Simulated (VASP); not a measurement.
# InP (Fm-3m) in VASP: further runs

Runs on InP. Level: PBE. Tasks: single point, relaxation of cell and atoms.

Everything below comes from runs of VASP 6.6.1. Logs are shortened: lines on timing, memory, paths and dates and some standing lists are left out, and cuts for length are marked.

## Step 1: The cell of the first run

The structure is cubic, space group Fm-3m (No. 225). The conventional cell has a = 5.540 Å, b = 5.540 Å, c = 5.540 Å, α = 90.00°, β = 90.00°, γ = 90.00°. In (site symmetry m-3m) has 6 P at 2.77 Å within 3.7 Å. Within 3.7 Å of P (site symmetry m-3m) lie 6 In at 2.77 Å.

## Step 2: Single point, PBE

The input, INCAR:

```
ALGO     = Normal         # electronic algorithm
EDIFF    = 1E-6           # SCF threshold, eV
ENCUT    = 520            # plane-wave cutoff, eV
GGA      = PE             # functional
ISIF     = 2              # what is computed and relaxed
ISMEAR   = 0              # smearing method
LASPH    = T              # aspherical terms in the spheres
LCHARG   = F              # write CHGCAR
LREAL    = F              # projectors in reciprocal space
LWAVE    = F              # write WAVECAR
NBANDS   = 26             # bands
NELM     = 80             # most SCF steps
PREC     = Accurate       # precision mode
SIGMA    = 0.2            # smearing width, eV
```

The input, KPOINTS:

```
k-points
0
Gamma
  6 6 6
```

The input, POSCAR:

```
InP
1.0
    0.0000000000     -2.7700241448     -2.7700241448
   -2.7700241448      0.0000000000     -2.7700241448
    2.7700241448      2.7700241448     -5.5400482896
In P
2 2
Direct
    1.0000000000      1.0000000000      0.0000000000
    0.5000000000      0.5000000000      0.5000000000
    0.2500000000      0.2500000000      0.2500000000
    0.7500000000      0.7500000000      0.7500000000
```

Potentials or basis: VASP PAW PBE potentials, release 64 (In_d, P).

Command:

```sh
> cat potpaw_PBE.64/In_d/POTCAR potpaw_PBE.64/P/POTCAR > POTCAR
> mpirun -np 1 vasp_std > vasp.out
```

OUTCAR:

```text
EDIFF = 1E-6
   ENCUT = 520
   GGA = PE
   ISIF = 2
   ISMEAR = 0
   LASPH = T
   LREAL = F
   NELM = 80
   PREC = Accurate

 ion  position               nearest neighbor table
   1  0.000  0.000  0.000-   4 2.77   4 2.77   3 2.77   4 2.77   3 2.77   3 2.77   2 3.92   2 3.92
                             2 3.92   2 3.92   2 3.92   2 3.92
   2  0.500  0.500  0.500-   3 2.77   3 2.77   3 2.77   4 2.77   4 2.77   4 2.77   1 3.92   1 3.92
                             1 3.92   1 3.92   1 3.92   1 3.92
   3  0.250  0.250  0.250-   1 2.77   1 2.77   1 2.77   2 2.77   2 2.77   2 2.77
   4  0.750  0.750  0.750-   2 2.77   2 2.77   1 2.77   2 2.77   1 2.77   1 2.77

  LATTYP: Found a trigonal (rhomboedric) cell.
 ALAT       =     6.7851457299
 COS(alpha) =     0.8333333333

  Lattice vectors:

 A1 = (   2.7700241448,   5.5400482896,  -2.7700241448)
 A2 = (   5.5400482896,   2.7700241448,  -2.7700241448)
 A3 = (   2.7700241448,   2.7700241448,  -5.5400482896)

Analysis of symmetry for initial positions (statically):
=====================================================================
 Subroutine PRICEL returns following result:

  LATTYP: Found a face centered cubic cell.
 ALAT       =     5.5400482896

  Lattice vectors:

 A1 = (   0.0000000000,  -2.7700241448,   2.7700241448)
 A2 = (   2.7700241448,  -2.7700241448,   0.0000000000)
 A3 = (   2.7700241448,   0.0000000000,   2.7700241448)

   2 primitive cells build up your supercell.

 Routine SETGRP: Setting up the symmetry group for a
 trigonal (rhombohedral) supercell.

 Subroutine GETGRP returns: Found 12 space group operations
 (whereof 12 operations were pure point group operations)
 out of a pool of 12 trial point group operations.

The static configuration has the point symmetry D_3d.

Analysis of symmetry for dynamics (positions and initial velocities):
=====================================================================
 Subroutine PRICEL returns following result:

  LATTYP: Found a face centered cubic cell.
 ALAT       =     5.5400482896

  Lattice vectors:

 A1 = (   0.0000000000,  -2.7700241448,   2.7700241448)
 A2 = (   2.7700241448,  -2.7700241448,   0.0000000000)
 A3 = (   2.7700241448,   0.0000000000,   2.7700241448)

   2 primitive cells build up your supercell.

 Routine SETGRP: Setting up the symmetry group for a
 trigonal (rhombohedral) supercell.

 Subroutine GETGRP returns: Found 12 space group operations
 (whereof 12 operations were pure point group operations)
 out of a pool of 12 trial point group operations.

The dynamic configuration has the point symmetry D_3d.

 Subroutine INISYM returns: Found 12 space group operations
 (whereof 12 operations are pure point group operations),
 and found     2 'primitive' translations

----------------------------------------------------------------------------------------

                                     Primitive cell

  volume of cell :      42.5090

  direct lattice vectors                    reciprocal lattice vectors
     0.000000000 -2.770024145  2.770024145    -0.180503842 -0.180503842  0.180503842
     2.770024145 -2.770024145  0.000000000     0.180503842 -0.180503842 -0.180503842
     2.770024145  0.000000000  2.770024145     0.180503842  0.180503842  0.180503842

  length of vectors
     3.917405714  3.917405714  3.917405714     0.312641825  0.312641825  0.312641825

  position of ions in fractional coordinates (direct lattice)
     0.000000000  0.000000000  0.000000000
     0.500000000  0.500000000  0.500000000

  ion indices of the primitive-cell ions
   primitive index   ion index
                 1           1
                 2           3

----------------------------------------------------------------------------------------

 KPOINTS: k-points

Automatic generation of k-mesh.
 Grid dimensions read from file:
 generate k-points for:    6    6    6

 Generating k-lattice:

  Cartesian coordinates                     Fractional coordinates (reciprocal lattice)
     0.015041987 -0.045125960 -0.015041987     0.166666667  0.000000000  0.000000000
    -0.045125960  0.015041987 -0.015041987     0.000000000  0.166666667  0.000000000
     0.015041987  0.015041987 -0.015041987     0.000000000  0.000000000  0.166666667

  Length of vectors
     0.049888626  0.049888626  0.026053485

  Shift w.r.t. Gamma in fractional coordinates (k-lattice)
     0.000000000  0.000000000  0.000000000

 Subroutine IBZKPT returns following result:
 ===========================================

 Found     32 irreducible k-points:

 Following reciprocal coordinates:
            Coordinates               Weight
  0.000000  0.000000  0.000000      1.000000
  0.166667  0.000000 -0.000000      6.000000
  0.333333  0.000000 -0.000000      6.000000
  0.500000  0.000000 -0.000000      3.000000
  0.166667  0.166667 -0.000000      6.000000
  0.333333  0.166667 -0.000000     12.000000
[... 16 lines left out ...]
 -0.166667  0.500000  0.166667     12.000000
 -0.333333 -0.333333  0.166667      6.000000
 [... further k-points ...]
   k-points           NKPTS =     32   k-points in BZ     NKDIM =     32   number of bands    NBANDS=     26
   number of dos      NEDOS =    301   number of ions     NIONS =      4
   total plane-waves  NPLWV =  45000
   dimension x,y,z NGX =    30 NGY =   30 NGZ =   50
   dimension x,y,z NGXF=    60 NGYF=   60 NGZF=  100
   ions per type =               2   2
   NGX,Y,Z   is equivalent  to a cutoff of  12.73, 12.73, 12.25 a.u.
   NGXF,Y,Z  is equivalent  to a cutoff of  25.46, 25.46, 24.50 a.u.
 SYSTEM =  unknown system
   PREC   = accura    normal or accurate (medium, high low for compatibility)
   ISTART =      0    job   : 0-new  1-cont  2-samecut
   ICHARG =      2    charge: 1-file 2-atom 10-const
   ISPIN  =      1    spin polarized calculation?
   LNONCOLLINEAR =      F non collinear calculations
   LSORBIT =      F    spin-orbit coupling
   LASPH  =      T    aspherical Exc in radial PAW
   ENCUT  =  520.0 eV  38.22 Ry    6.18 a.u.   7.28  7.28 12.62*2*pi/ulx,y,z
   NELM   =     80;   NELMIN=  2; NELMDL= -5     # of ELM steps
   EDIFF  = 0.1E-05   stopping-criterion for ELM
   LREAL  =      F    real-space projection
   EDIFFG = 0.1E-04   stopping-criterion for IOM
   NSW    =      0    number of steps for IOM
   IBRION =     -1    ionic relax: 0-MD 1-quasi-New 2-CG
   NFREE  =      0    steps in history (QN), initial steepest desc. (CG)
   ISIF   =      2    stress and relaxation
   ISYM   =      2    0-nonsym 1-usesym 2-fastsym
   POTIM  = 0.5000    time-step for ionic-motion
   TEBEG  =    0.0;   TEEND  =   0.0 temperature during run
   PSTRESS=    0.0 pullay stress
   NELECT =      36.0000    total number of electrons
   NUPDOWN=      -1.0000    fix difference up-down
   EMIN   =  10.00;   EMAX   =-10.00  energy-range for DOS
   EFERMI =   0.00;   METHOD = LEGACY
   ISMEAR =     0;   SIGMA  =   0.20  broadening in eV -4-tet -1-fermi 0-gaus
   EFERMI_NEDOS =   21; number of points for ismear=-14 and -15
   IALGO  =     38    algorithm
   IMIX   =      4    mixing-type and parameters
     AMIX     =   0.40;   BMIX     =  1.00
     AMIX_MAG =   1.60;   BMIX_MAG =  1.00
  volume/ion in A,a.u.               =      21.25       143.43
  Fermi-wavevector in a.u.,A,eV,Ry     =   1.229340  2.323116 20.562179  1.511278
  Thomas-Fermi vector in A             =   2.364231
   LORBIT       =      0    0 simple, 1 ext, 2 COOP (PROOUT), +10 PAW based schemes
   GGA     = PE    functional components
   LHFCALC =     F    Hartree Fock is set to
   AEXX    =    0.0000 exact exchange contribution
   IVDW    =     0    specifies the selected vdW correction
   LEPSILON=     F    determine dielectric tensor
   LRPA    =     F    only Hartree local field effects (RPA)
 non-spin polarized calculation
 Gauss-broadening in eV      SIGMA  =   0.20
  energy-cutoff  :      520.00
  volume of cell :       85.02
 maximum number of plane-waves:      2320
 NGX is ok and might be reduce to    30

 number of electron      36.0000003 magnetization

 Free energy of the ion-electron system (eV)
  ---------------------------------------------------
  ext. energy  EPLUGINS =         0.00000000
  ---------------------------------------------------
  free energy    TOTEN  =       -15.85982340 eV

  energy without entropy =      -15.81402249  energy(sigma->0) =      -15.83692295

 E-fermi :   7.0561     XC(G=0): -10.3899

 val. band max:        7.0062500022   @ k =   0.3333   0.3333  -0.0000
 cond. band min:       7.1048056507   @ k =   0.5000   0.3333  -0.0000
 fundamental gap:      0.0985556485
 Fermi energy:         7.0561241997

 k-point     1 :       0.0000    0.0000    0.0000
  band No.  band energies     occupation
      1      -7.2461      2.00000
      2      -7.2461      2.00000
      3      -7.1864      2.00000
      4      -7.1864      2.00000
      5      -7.1792      2.00000
      6      -7.1689      2.00000
[... 18 lines left out ...]
     25      14.1217      0.00000
     26      14.1262      0.00000

 k-point     2 :       0.1667    0.0000   -0.0000
  band No.  band energies     occupation
      1      -7.2951      2.00000
      2      -7.2271      2.00000
      3      -7.2123      2.00000
      4      -7.1871      2.00000
      5      -7.1714      2.00000
      6      -7.1627      2.00000
[... 18 lines left out ...]
     25      13.8138      0.00000
     26      14.2610      0.00000

 k-point     3 :       0.3333    0.0000   -0.0000
  band No.  band energies     occupation
      1      -7.3728      2.00000
      2      -7.2917      2.00000
      3      -7.1985      2.00000
      4      -7.1904      2.00000
      5      -7.1804      2.00000
      6      -7.1574      2.00000
[... 18 lines left out ...]
     25      13.3935      0.00000
     26      14.6993      0.00000

 k-point     4 :       0.5000    0.0000   -0.0000
  band No.  band energies     occupation
      1      -7.3712      2.00000
      2      -7.3712      2.00000
      3      -7.1913      2.00000
      4      -7.1913      2.00000
      5      -7.1773      2.00000
      6      -7.1773      2.00000
[... 18 lines left out ...]
     25      14.1539      0.00000
     26      14.1539      0.00000

 k-point     5 :       0.1667    0.1667   -0.0000
  band No.  band energies     occupation
      1      -7.3065      2.00000
      2      -7.2173      2.00000
      3      -7.2012      2.00000
      4      -7.2000      2.00000
      5      -7.1682      2.00000
      6      -7.1667      2.00000
[... 18 lines left out ...]
     25      13.1051      0.00000
     26      14.1820      0.00000

 k-point     6 :       0.3333    0.1667   -0.0000
  band No.  band energies     occupation
      1      -7.3659      2.00000
      2      -7.2546      2.00000
      3      -7.2009      2.00000
      4      -7.2004      2.00000
      5      -7.1720      2.00000
      6      -7.1604      2.00000
[... 427 lines left out ...]
 k-point    21 :       0.5000    0.5000    0.1667
  band No.  band energies     occupation
      1      -7.4819      2.00000
      2      -7.2625      2.00000
      3      -7.2413      2.00000
      4      -7.2148      2.00000
      5      -7.1720      2.00000
      6      -7.1455      2.00000
[... 18 lines left out ...]
     25      16.1417      0.00000
     26      16.3648      0.00000

 k-point    22 :      -0.3333    0.5000    0.1667
  band No.  band energies     occupation
      1      -7.4359      2.00000
      2      -7.3082      2.00000
      3      -7.2188      2.00000
      4      -7.1986      2.00000
      5      -7.1656      2.00000
      6      -7.1634      2.00000
[... 18 lines left out ...]
     25      14.7631      0.00000
     26      15.0773      0.00000

 k-point    23 :      -0.1667    0.5000    0.1667
  band No.  band energies     occupation
      1      -7.4010      2.00000
      2      -7.3364      2.00000
      3      -7.2129      2.00000
      4      -7.1908      2.00000
      5      -7.1743      2.00000
      6      -7.1574      2.00000
[... 18 lines left out ...]
     25      14.4328      0.00000
     26      15.1638      0.00000

 k-point    24 :      -0.3333   -0.3333    0.1667
  band No.  band energies     occupation
      1      -7.4315      2.00000
      2      -7.2416      2.00000
      3      -7.2386      2.00000
      4      -7.2083      2.00000
      5      -7.1701      2.00000
      6      -7.1519      2.00000
[... 18 lines left out ...]
     25      15.1716      0.00000
     26      15.4398      0.00000

 [... further k-points ...]

------------------------ aborting loop because EDIFF is reached ----------------------------------------

  FORCE on cell =-STRESS in cart. coord.  units (eV):
  Direction    XX          YY          ZZ          XY          YZ          ZX
  --------------------------------------------------------------------------------------
  -------------------------------------------------------------------------------------
  Total       -0.0143490     -0.0143490     -0.0143490      0.0915017     -0.0915017     -0.0915017
  in kB       -0.2704097     -0.2704097     -0.2704097      1.7243647     -1.7243647     -1.7243647
  external PRESSURE =      -0.2704097 kB  Pullay stress =       0.0000000 kB

 VOLUME and BASIS-vectors are now :
 -----------------------------------------------------------------------------
  energy-cutoff  :      520.00
  volume of cell :       85.02
      direct lattice vectors                 reciprocal lattice vectors
     0.000000000 -2.770024145 -2.770024145     0.090251921 -0.270755763 -0.090251921
    -2.770024145  0.000000000 -2.770024145    -0.270755763  0.090251921 -0.090251921
     2.770024145  2.770024145 -5.540048290     0.090251921  0.090251921 -0.090251921

 POSITION                                       TOTAL-FORCE (eV/Angst)
 -----------------------------------------------------------------------------------
      0.00000      0.00000      0.00000         0.000000     -0.000000      0.000000
      0.00000      0.00000     -5.54005         0.000000     -0.000000     -0.000000
      0.00000      0.00000     -2.77002         0.000000      0.000000      0.000000
      0.00000      0.00000     -8.31007        -0.000000     -0.000000      0.000000
 -----------------------------------------------------------------------------------
    total drift:                               -0.000000      0.000000     -0.000000

  FREE ENERGIE OF THE ION-ELECTRON SYSTEM (eV)
  ---------------------------------------------------
  free  energy   TOTEN  =       -15.8598234000 eV

  energy  without entropy=      -15.8140224948  energy(sigma->0) =      -15.83692295
```

Wall time 79 s (1 thread of Intel Xeon 8259CL, shared host); peak memory 0.23 GiB.

The run converged, but its numbers aren't listed here, since they failed a check.

Caveat: the result breaks the symmetry of the cell; semilocal functionals underestimate gaps, so a narrow gap can read as zero; spin-orbit coupling is left out, which moves the levels of the heavy elements.

## Step 3: Single point, PBE

This run uses another cell than the first one: it holds 2 atoms, not 4.

The input, INCAR:

```
PREC = Accurate
ENCUT = 520
EDIFF = 1E-7
ISMEAR = 0
SIGMA = 0.1
LREAL = False
LASPH = True
NELM = 60
ALGO = Normal
ISIF = 2
LWAVE = False
LCHARG = False
GGA = PE
NBANDS = 16
```

The input, KPOINTS:

```
regular mesh
0
Gamma
  18 18 18
```

The input, POSCAR:

```
InP
1.0
    0.0000000000      2.7700241448      2.7700241448
    2.7700241448      0.0000000000      2.7700241448
    2.7700241448      2.7700241448      0.0000000000
In P
1 1
Direct
    0.0000000000      0.0000000000      0.0000000000
    0.5000000000      0.5000000000      0.5000000000
```

Potentials or basis: VASP PAW PBE potentials, release 64 (In_d, P).

Command:

```sh
> cat potpaw_PBE.64/In_d/POTCAR potpaw_PBE.64/P/POTCAR > POTCAR
> mpirun -np 1 vasp_std > vasp.out
```

Wall time 3.5 min (1 thread of Intel Xeon 8259CL, shared host); peak memory 0.27 GiB.

The run converged. Its results:

* Free energy: -7.9173 eV
* Pressure: 0.0 GPa
* Band gap on the k mesh: zero (bands 9 and 10 overlap by 2.63 eV)

Levels at points of the mesh, in eV from the Fermi level:
```tsv
k point	band 6	band 7	band 8	band 9	band 10	band 11	band 12	band 13
(0.00, 0.00, 0.00)	-12.00	-0.28	-0.28	-0.28	0.52	7.11	7.11	7.11
(0.50, 0.00, 0.00)	-9.93	-6.62	0.15	0.15	2.50	3.42	3.42	5.19
(0.50, 0.50, 0.00)	-8.83	-4.93	-2.50	-2.32	-2.32	3.85	9.86	9.86
```

Caveat: spin-orbit coupling is left out, which moves the levels of the heavy elements.

## Step 4: Relaxation of cell and atoms, PBE

This run uses another cell than the first one: it holds 2 atoms, not 4.

The input, INCAR:

```
PREC = Accurate
ENCUT = 600
EDIFF = 1E-7
ISMEAR = 0
SIGMA = 0.1
LREAL = False
LASPH = True
NELM = 60
ALGO = Normal
ISIF = 3
LWAVE = False
LCHARG = False
GGA = PE
IBRION = 2
NSW = 100
EDIFFG = -0.01
```

The input, KPOINTS:

```
Automatic mesh
0
Gamma
  18 18 18
```

The input, POSCAR:

```
InP
1.0
    0.0000000000      2.7724027201      2.7724027201
    2.7724027201      0.0000000000      2.7724027201
    2.7724027201      2.7724027201      0.0000000000
In P
1 1
Direct
    0.0000000000      0.0000000000      0.0000000000
    0.5000000000      0.5000000000      0.5000000000
```

Command:

```sh
> cat potpaw_PBE.64/In_d/POTCAR potpaw_PBE.64/P/POTCAR > POTCAR
> mpirun -np 1 vasp_std > vasp.out
```

Wall time 3 min (1 thread of Intel Xeon 8259CL, shared host); peak memory 0.29 GiB.

It converged, with:

```
Free energy                           : -7.9175 eV
Relaxed volume                        : 21.24 Å³/atom
Relaxed cell                          : a = 3.916 Å, b = 3.916 Å, c = 3.916 Å, α = 60.00°, β = 60.00°, γ = 60.00°
Space group after relaxing (to 0.1 Å) : Fm-3m (No. 225)
Energy gained by relaxing             : 0.0 meV/atom
Ionic steps                           : 2
Pressure after relaxing               : 0.1 GPa
Band gap on the k mesh                : zero (bands 9 and 10 overlap by 2.63 eV)
```

Final structure:
```xyz
2
Lattice="0.0000 2.7693 2.7693 2.7693 0.0000 2.7693 2.7693 2.7693 0.0000" Properties=species:S:1:pos:R:3 pbc="T T T"
In    2.7693    5.5385    2.7693
P     2.7693    2.7693    2.7693
```

Levels at points of the mesh, in eV from the Fermi level:
| k point | band 7 | band 8 | band 9 | band 10 | band 11 | band 12 |
| --- | --- | --- | --- | --- | --- | --- |
| (0.00, 0.00, 0.00) | -0.28 | -0.28 | -0.28 | 0.53 | 7.11 | 7.11 |
| (0.50, 0.00, 0.00) | -6.62 | 0.15 | 0.15 | 2.50 | 3.42 | 3.42 |
| (0.50, 0.50, 0.00) | -4.94 | -2.49 | -2.33 | -2.33 | 3.85 | 9.87 |

Caveat: spin-orbit coupling is left out, which moves the levels of the heavy elements.
